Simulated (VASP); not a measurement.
Wanted: the native input for a VASP 6.6.1 run.

- Task: single point
- Functional: r2SCAN
- Potentials or basis: VASP PAW PBE potentials, release 64 (Al, N)
- Cutoff: 520 eV
- k mesh: 10 × 10 × 10
- Occupations: gaussian, width 0.02 eV
- Spin: no spin polarisation
- Dipole correction: no
- Further INCAR settings: ALGO = Normal; EDIFF = 1e-06; NBANDS = 11

The system is AlN.

```xyz
2
Lattice="0.0000 2.0585 2.0585 2.0585 0.0000 2.0585 2.0585 2.0585 0.0000" Properties=species:S:1:pos:R:3 pbc="T T T"
Al    2.0585    2.0585    2.0585
N     0.0000    0.0000    0.0000
```

This cell differs from its parent crystal: volume scaled by 1.06.

One way to write it, as run:

POSCAR

```
AlN
1.0
    0.0000000000      2.0584642327      2.0584642327
    2.0584642327      0.0000000000      2.0584642327
    2.0584642327      2.0584642327      0.0000000000
Al N
1 1
Direct
    0.5000000000      0.5000000000      0.5000000000
    0.0000000000      0.0000000000      0.0000000000
```

INCAR.step1

```
SYSTEM = AlN
ALGO = Normal ; EDIFF = 1E-4
ENCUT = 520 ; GGA = PE
ISMEAR = 0 ; LASPH = .True.
LCHARG = .False. ; LREAL = .False.
LWAVE = .True. ; NBANDS = 11
NELM = 100 ; PREC = Accurate
SIGMA = 0.02
```

INCAR.step2

```
SYSTEM = AlN
ALGO = Normal ; EDIFF = 1E-6
ENCUT = 520 ; ISIF = 2
ISMEAR = 0 ; ISTART = 1
LASPH = .True. ; LCHARG = .False.
LMIXTAU = .True. ; LREAL = .False.
LWAVE = .False. ; METAGGA = R2SCAN
NBANDS = 11 ; NELM = 100
PREC = Accurate ; SIGMA = 0.02
```

KPOINTS

```
k-points
0
Gamma
  10 10 10
  0 0 0
```

Potentials or basis: VASP PAW PBE potentials, release 64 (Al, N).

Command:

```bash
$ cat potpaw_PBE.64/Al/POTCAR potpaw_PBE.64/N/POTCAR > POTCAR
$ cp INCAR.step1 INCAR
$ mpirun -np 1 vasp_std > vasp.out
$ cp INCAR.step2 INCAR
$ mpirun -np 1 vasp_std > vasp.out
```

Results of the run:

The pressure is -15.1 GPa. The band gap on the k mesh is 4.95 eV, indirect (least direct gap 5.72 eV).

Caveat: the PAW data sets were made with another functional, which shifts forces and pressure a little.

Run time: 27 s on 1 thread of Intel(R) Xeon(R) Platinum 8259CL CPU @ 2.50GHz (Skylake/Cascade Lake), with other jobs on the host, peak memory 0.14 GiB.
